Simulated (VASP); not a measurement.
# LaAl2N3 (P6/mmm) in VASP: a series of runs

Runs on LaAl2N3. Level: PBE. Tasks: single point, relaxation of cell and atoms.

Everything below comes from runs of VASP 6.6.1. Logs are shortened: lines on timing, memory, paths and dates and some standing lists are left out, and cuts for length are marked.

## Step 1: The cell of the first run

Symmetry: P6/mmm, No. 191, hexagonal system. Conventional cell: a = 4.681 Å, b = 4.681 Å, c = 9.337 Å, α = 90.00°, β = 90.00°, γ = 120.00°. La (site symmetry 6/mmm) has 6 N at 2.34 Å within 3.1 Å. Within 3.5 Å of Al (site symmetry 6mm) lie 1 Al at 2.65 Å and 1 La at 3.35 Å. N (site symmetry mmm) has 4 N at 2.34 Å and 2 La at 2.34 Å within 3.1 Å.

## Step 2: Single point, PBE

File INCAR:

```
SYSTEM = LaAl2N3
PREC = Accurate
ENCUT = 520
EDIFF = 1E-6
ISMEAR = 0
SIGMA = 0.1
LREAL = .FALSE.
LASPH = .TRUE.
NELM = 100
ALGO = Normal
ISIF = 2
LWAVE = .FALSE.
LCHARG = .TRUE.
GGA = PE
LELF = .TRUE.
LVHAR = .TRUE.
NBANDS = 25
```

File KPOINTS:

```
Automatic mesh
0
G
  6 6 4
  0 0 0
```

File POSCAR:

```
LaAl2N3
1.0
    4.6811401806      0.0000000034      0.0000000000
   -2.3405700932      4.0539863134      0.0000000000
    0.0000000000      0.0000000000      9.3366828595
La Al N
1 2 3
Direct
    0.0000000000      0.0000000000      0.0000000000
    0.0000000000      0.0000000000      0.3583192055
    0.0000000000      0.0000000000      0.6416807945
    0.5000000000      0.0000000000      0.0000000000
    0.0000000000      0.5000000000      0.0000000000
    0.5000000000      0.5000000000      0.0000000000
```

Potentials or basis: VASP PAW PBE potentials, release 64 (La, Al, N).

On the command line:

```bash
$ cat potpaw_PBE.64/La/POTCAR potpaw_PBE.64/Al/POTCAR potpaw_PBE.64/N/POTCAR > POTCAR
$ mpirun -np 1 vasp_std > vasp.out
```

OUTCAR:

```text
SYSTEM = LaAl2N3
   PREC = Accurate
   ENCUT = 520
   EDIFF = 1E-6
   ISMEAR = 0
   LREAL = .FALSE.
   LASPH = .TRUE.
   NELM = 100
   ISIF = 2
   GGA = PE

 ion  position               nearest neighbor table
   1  0.000  0.000  0.000-   5 2.34   5 2.34   4 2.34   4 2.34   6 2.34   6 2.34   2 3.35   3 3.35

   2  0.000  0.000  0.358-   3 2.65   1 3.35
   3  0.000  0.000  0.642-   2 2.65   1 3.35
   4  0.500  0.000  0.000-   1 2.34   1 2.34
   5  0.000  0.500  0.000-   1 2.34   1 2.34
   6  0.500  0.500  0.000-   1 2.34   1 2.34

  LATTYP: Found a hexagonal cell.
 ALAT       =     4.6811401806
 C/A-ratio  =     1.9945317806

  Lattice vectors:

 A1 = (   4.6811401806,   0.0000000034,   0.0000000000)
 A2 = (  -2.3405700932,   4.0539863134,   0.0000000000)
 A3 = (   0.0000000000,   0.0000000000,   9.3366828595)

Analysis of symmetry for initial positions (statically):
=====================================================================
 Subroutine PRICEL returns:
 Original cell was already a primitive cell.

 Routine SETGRP: Setting up the symmetry group for a
 hexagonal supercell.

 Subroutine GETGRP returns: Found 24 space group operations
 (whereof 24 operations were pure point group operations)
 out of a pool of 24 trial point group operations.

The static configuration has the point symmetry D_6h.

Analysis of symmetry for dynamics (positions and initial velocities):
=====================================================================
 Subroutine PRICEL returns:
 Original cell was already a primitive cell.

 Routine SETGRP: Setting up the symmetry group for a
 hexagonal supercell.

 Subroutine GETGRP returns: Found 24 space group operations
 (whereof 24 operations were pure point group operations)
 out of a pool of 24 trial point group operations.

The dynamic configuration has the point symmetry D_6h.

 Subroutine INISYM returns: Found 24 space group operations
 (whereof 24 operations are pure point group operations),
 and found     1 'primitive' translations

----------------------------------------------------------------------------------------

                                     Primitive cell

[... 91 lines left out ...]
   LASPH  =      T    aspherical Exc in radial PAW
   ENCUT  =  520.0 eV  38.22 Ry    6.18 a.u.   8.70  8.70 17.36*2*pi/ulx,y,z
   NELM   =    100;   NELMIN=  2; NELMDL= -5     # of ELM steps
   EDIFF  = 0.1E-05   stopping-criterion for ELM
   LREAL  =      F    real-space projection
   EDIFFG = 0.1E-04   stopping-criterion for IOM
   NSW    =      0    number of steps for IOM
   IBRION =     -1    ionic relax: 0-MD 1-quasi-New 2-CG
   NFREE  =      0    steps in history (QN), initial steepest desc. (CG)
   ISIF   =      2    stress and relaxation
   ISYM   =      2    0-nonsym 1-usesym 2-fastsym
   POTIM  = 0.5000    time-step for ionic-motion
   TEBEG  =    0.0;   TEEND  =   0.0 temperature during run
   PSTRESS=    0.0 pullay stress
   NELECT =      32.0000    total number of electrons
   NUPDOWN=      -1.0000    fix difference up-down
   EMIN   =  10.00;   EMAX   =-10.00  energy-range for DOS
   EFERMI =   0.00;   METHOD = LEGACY
   ISMEAR =     0;   SIGMA  =   0.10  broadening in eV -4-tet -1-fermi 0-gaus
   EFERMI_NEDOS =   21; number of points for ismear=-14 and -15
   IALGO  =     38    algorithm
   IMIX   =      4    mixing-type and parameters
     AMIX     =   0.40;   BMIX     =  1.00
     AMIX_MAG =   1.60;   BMIX_MAG =  1.00
  volume/ion in A,a.u.               =      29.53       199.28
  Fermi-wavevector in a.u.,A,eV,Ry     =   0.925371  1.748698 11.650830  0.856312
  Thomas-Fermi vector in A             =   2.051218
   LORBIT       =      0    0 simple, 1 ext, 2 COOP (PROOUT), +10 PAW based schemes
   GGA     = PE    functional components
   LHFCALC =     F    Hartree Fock is set to
   AEXX    =    0.0000 exact exchange contribution
   IVDW    =     0    specifies the selected vdW correction
   LEPSILON=     F    determine dielectric tensor
   LRPA    =     F    only Hartree local field effects (RPA)
 non-spin polarized calculation
 Gauss-broadening in eV      SIGMA  =   0.10
  energy-cutoff  :      520.00
  volume of cell :      177.18
 maximum number of plane-waves:      4788
 NGX is ok and might be reduce to    36
   NGX = 17   NGY = 17   NGZ = 35

 number of electron      31.9999995 magnetization

 Free energy of the ion-electron system (eV)
  ---------------------------------------------------
  ext. energy  EPLUGINS =         0.00000000
  ---------------------------------------------------
  free energy    TOTEN  =       -26.19922480 eV

  energy without entropy =      -26.14342440  energy(sigma->0) =      -26.17132460

 E-fermi :   1.2207     XC(G=0):  -7.4011

 val. band max:        1.2135561789   @ k =   0.1667   0.0000   0.0000
 cond. band min:       1.2377786595   @ k =   0.3333   0.1667   0.2500
 fundamental gap:      0.0242224806
 Fermi energy:         1.2207475293

 k-point     1 :       0.0000    0.0000    0.0000
  band No.  band energies     occupation
      1     -28.6500      2.00000
      2     -13.1911      2.00000
      3     -13.1911      2.00000
      4     -12.7530      2.00000
      5     -12.7376      2.00000
      6     -10.2496      2.00000
[... 577 lines left out ...]
     24       4.9605      0.00000
     25       6.4072      0.00000

------------------------ aborting loop because EDIFF is reached ----------------------------------------

  FORCE on cell =-STRESS in cart. coord.  units (eV):
  Direction    XX          YY          ZZ          XY          YZ          ZX
  --------------------------------------------------------------------------------------
  -------------------------------------------------------------------------------------
  Total       -0.2389657     -0.2389657      0.2770967     -0.0000000     -0.0000000      0.0000000
  in kB       -2.1608252     -2.1608252      2.5056212     -0.0000000     -0.0000000      0.0000000
  external PRESSURE =      -0.6053431 kB  Pullay stress =       0.0000000 kB

 VOLUME and BASIS-vectors are now :
 -----------------------------------------------------------------------------
  energy-cutoff  :      520.00
  volume of cell :      177.18
      direct lattice vectors                 reciprocal lattice vectors
     4.681140181  0.000000003  0.000000000     0.213623169  0.123335394  0.000000000
    -2.340570093  4.053986313  0.000000000    -0.000000000  0.246670788  0.000000000
     0.000000000  0.000000000  9.336682859     0.000000000  0.000000000  0.107104420

 POSITION                                       TOTAL-FORCE (eV/Angst)
 -----------------------------------------------------------------------------------
      0.00000      0.00000      0.00000         0.000000      0.000000      0.000000
      0.00000      0.00000      3.34551        -0.000000      0.000000      0.030411
      0.00000      0.00000      5.99117         0.000000     -0.000000     -0.030411
      2.34057      0.00000      0.00000         0.000000      0.000000      0.000000
     -1.17029      2.02699      0.00000         0.000000      0.000000      0.000000
      1.17029      2.02699      0.00000         0.000000      0.000000      0.000000
 -----------------------------------------------------------------------------------
    total drift:                               -0.000000      0.000000     -0.000000

  FREE ENERGIE OF THE ION-ELECTRON SYSTEM (eV)
  ---------------------------------------------------
  free  energy   TOTEN  =       -26.1992248045 eV

  energy  without entropy=      -26.1434244006  energy(sigma->0) =      -26.17132460
```

OSZICAR:

```text
N       E                     dE             d eps       ncg     rms          rms(c)
DAV:   1     0.306685102945E+03    0.30669E+03   -0.11333E+04  1050   0.127E+03
DAV:   2     0.455402144788E+02   -0.26114E+03   -0.23293E+03  1502   0.252E+02
[... 10 lines left out ...]
DAV:  13    -0.261991620027E+02    0.16730E-02   -0.76737E-03  1660   0.705E-01    0.142E-01
DAV:  14    -0.261995011393E+02   -0.33914E-03   -0.28410E-03  1884   0.316E-01    0.165E-01
DAV:  15    -0.261993686033E+02    0.13254E-03   -0.14599E-03  1787   0.207E-01    0.122E-01
DAV:  16    -0.261992821464E+02    0.86457E-04   -0.70053E-05  1579   0.640E-02    0.804E-02
DAV:  17    -0.261992263261E+02    0.55820E-04   -0.19875E-04  1779   0.673E-02    0.240E-02
DAV:  18    -0.261992246382E+02    0.16879E-05   -0.12589E-05  1499   0.245E-02    0.462E-03
DAV:  19    -0.261992248045E+02   -0.16631E-06   -0.12772E-06  1057   0.670E-03
   1 F= -.26199225E+02 E0= -.26171325E+02  d E =-.558004E-01
```

It took 1.8 min on 1 thread of Intel Xeon Platinum 8559C (Emerald Rapids), shared host; peak memory 0.35 GiB.

Results:

| Property | Result |
| --- | --- |
| Free energy | -26.1992 eV |
| Pressure | -0.1 GPa |
| Largest force | 0.030 eV/Å |
| Band gap on the k mesh | zero (band 16 reaches 1.50 eV, above the bottom of band 17 at 1.05 eV) |

Forces in eV/Å, atoms in the order of the input:
```
La   0.000  0.000  0.000
Al   0.000  0.000  0.030
Al   0.000  0.000 -0.030
N    0.000  0.000  0.000
N    0.000  0.000  0.000
N    0.000  0.000  0.000
```

Caveat: spin-orbit coupling is left out, which moves the levels of the heavy elements.

## Step 3: Relaxation of cell and atoms, PBE

This run uses another cell than the first one, of 16.32 Å³/atom, 0.553 times its volume.

File INCAR:

```
SYSTEM = LaAl2N3
PREC = Accurate
ENCUT = 600
EDIFF = 1E-6
ISMEAR = 0
SIGMA = 0.1
LREAL = .FALSE.
LASPH = .TRUE.
NELM = 80
ALGO = Normal
ISIF = 3
LWAVE = .FALSE.
LCHARG = .FALSE.
GGA = PE
IBRION = 2
NSW = 90
EDIFFG = -0.04
```

KPOINTS is that of step 2.

File POSCAR:

```
LaAl2N3
1.0
    4.0132943500      0.0000000000      0.0000000000
   -2.0066471800      3.4756148600      0.0000000000
    0.0000000000      0.0000000000      7.0196288500
La Al N
1 2 3
Direct
    0.0000000000      0.0000000000      0.0000000000
    0.0000000000      0.0000000000      0.3722211100
    0.0000000000      0.0000000000      0.6277788900
    0.5000000000      0.0000000000      0.0000000000
    0.0000000000      0.5000000000      0.0000000000
    0.5000000000      0.5000000000      0.0000000000
```

Potentials or basis: VASP PAW PBE potentials, release 64 (La, Al, N).

On the command line:

```bash
$ cat potpaw_PBE.64/La/POTCAR potpaw_PBE.64/Al/POTCAR potpaw_PBE.64/N/POTCAR > POTCAR
$ mpirun -np 1 vasp_std > vasp.out
```

Run time: 11 min. Hardware: 1 thread of Intel Xeon Platinum 8559C (Emerald Rapids), shared host; peak memory 0.3 GiB.

The run converged. Its results:

```
Free energy                            : -26.0101 eV
Relaxed volume                         : 27.90 Å³/atom
Relaxed cell                           : a = 4.641 Å, b = 4.641 Å, c = 8.976 Å, α = 90.00°, β = 90.00°, γ = 120.00°
Space group after relaxing (to 0.05 Å) : P6/mmm (No. 191)
Energy gained by relaxing              : 1341.9 meV/atom
Ionic steps                            : 19
Pressure after relaxing                : 0.1 GPa
Largest force after relaxing           : 0.022 eV/Å
Band gap on the k mesh                 : zero (band 16 reaches 1.77 eV, above the bottom of band 17 at 1.31 eV)
```

Forces on the atoms (eV/Å):
```
La   0.000  0.000  0.000
Al   0.000  0.000  0.022
Al   0.000  0.000 -0.022
N    0.000  0.000  0.000
N    0.000  0.000  0.000
N    0.000  0.000  0.000
```

Stress tensor (GPa, compression positive):
```
 0.17  0.00  0.00
 0.00  0.17  0.00
 0.00  0.00 -0.12
```

The path:
| step | energy change (eV) | largest force (eV/Å) | pressure (GPa) | volume (Å³) |
| --- | --- | --- | --- | --- |
| 1 | 0.0000 | 13.1885 | 44.80 | 97.91 |
| 2 | -6.3614 | 2.2284 | 0.96 | 176.97 |
| 3 | -6.3554 | 2.7168 | 10.69 | 135.26 |
| 4 | -6.4482 | 2.5128 | 3.78 | 161.05 |
| 5 | -7.0380 | 1.2664 | -0.43 | 179.38 |
| 6 | -7.0589 | 1.0997 | -1.26 | 183.72 |
| 7 | -7.2389 | 1.1329 | -0.78 | 179.18 |
| 8 | -7.7183 | 1.1328 | 0.63 | 165.94 |
| 9 | -6.7506 | 4.9903 | 9.21 | 141.12 |
| 10 | -7.7503 | 1.1532 | 1.23 | 162.41 |
| 11 | -7.8806 | 0.1612 | 3.59 | 151.56 |
| 12 | -7.8938 | 0.7119 | 2.62 | 155.13 |
| 13 | -7.9970 | 0.0674 | 1.63 | 158.84 |
| 14 | -7.9973 | 0.1208 | 1.60 | 159.04 |
| 15 | -8.0383 | 0.0355 | 0.63 | 163.65 |
| 16 | -8.0479 | 0.1501 | -0.15 | 167.93 |
| 17 | -8.0481 | 0.1387 | -0.07 | 167.44 |
| 18 | -8.0502 | 0.1059 | -0.03 | 167.43 |
| 19 | -8.0517 | 0.0218 | 0.07 | 167.40 |

Final structure:
```xyz
6
Lattice="4.6406 0.0000 0.0000 -2.3203 4.0188 0.0000 0.0000 0.0000 8.9761" Properties=species:S:1:pos:R:3 pbc="T T T"
La    0.0000    0.0000    0.0000
Al    0.0000    0.0000    3.1848
Al    0.0000    0.0000    5.7913
N     2.3203    0.0000    0.0000
N    -1.1601    2.0094    0.0000
N     1.1601    2.0094    0.0000
```

Levels at points of the mesh, in eV from the Fermi level:
```tsv
k point	band 13	band 14	band 15	band 16	band 17	band 18	band 19	band 20
(0.00, 0.00, 0.00)	0.01	0.01	0.08	0.08	0.25	2.12	2.12	3.24
(0.50, 0.00, 0.00)	-0.88	-0.77	-0.73	-0.31	-0.19	-0.15	0.51	1.42
(0.00, 0.00, 0.50)	0.01	0.07	0.07	0.25	0.66	1.97	1.97	3.18
(0.50, 0.00, 0.50)	-0.87	-0.87	-0.49	-0.34	-0.20	0.51	1.03	1.29
```

Caveat: the volume moved by over 15 % at a fixed basis, so the end points are rough; spin-orbit coupling is left out, which moves the levels of the heavy elements.
